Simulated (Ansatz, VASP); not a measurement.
**Nb: VASP beside Ansatz**

```
Nb
1.0
     0.00000    3.02184    3.02184
     3.02184    0.00000    3.02184
     3.02184    3.02184    0.00000
Nb
2
Direct
  0.12500 0.12500 0.12500
  0.87500 0.87500 0.87500
```

Alike in both runs: task single point; functional BLYP; k mesh 10 × 10 × 10; occupations fermi-dirac, width 0.1 eV; no spin polarisation.

```csv
,VASP,Ansatz
version,VASP 6.6.1,Ansatz 0.2.0
potentials or method,"VASP PAW PBE potentials, release 64 (Nb_sv), cutoff 520 eV","plane waves (420 eV) with PAW, scalar-relativistic"
valence electrons in the cell,26,26
```

```tsv
	VASP	Ansatz	Ansatz less VASP
pressure (GPa)	0.0	0.0	+0.04
```

VASP's potentials were made for PBE, not for BLYP. The functional is the same, so the differences come from potentials, cutoffs and numerics.
